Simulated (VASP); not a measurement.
Nb: single point with PBE

The system is Nb.

```
Nb
1.0
     0.00000    2.95802    2.95802
     2.95802    0.00000    2.95802
     2.95802    2.95802    0.00000
Nb
2
Direct
  0.12500 0.12500 0.12500
  0.87500 0.87500 0.87500
```

| Item | Value |
| --- | --- |
| Program | VASP 6.6.1 |
| Task | single point |
| Functional | PBE |
| Potentials or basis | VASP PAW PBE potentials, release 64 (Nb_sv) |
| Cutoff | 520 eV |
| k mesh | 10 × 10 × 10 |
| Occupations | fermi-dirac, width 0.1 eV |
| Spin | no spin polarisation |

The pressure is 0.0 GPa. The band gap on the k mesh is zero (band 13 reaches 7.20 eV, above the bottom of band 14 at 5.92 eV).

Levels at points of the mesh, in eV from the Fermi level:
```
           k point  band 10  band 11  band 12  band 13  band 14  band 15  band 16  band 17
(0.00, 0.00, 0.00)    -1.42    -1.42    -0.53    -0.53    -0.53     1.90     1.90     1.90
(0.50, 0.00, 0.00)    -1.53    -1.24    -1.24    -0.75    -0.75     0.65     2.97     2.97
(0.50, 0.50, 0.00)    -2.33    -0.68    -0.68     0.33     0.33     1.32     1.32     4.66
```

Run time: 18 s on 1 thread of Intel(R) Xeon(R) 6975P-C (Granite Rapids), on a shared host, peak memory 0.19 GiB.
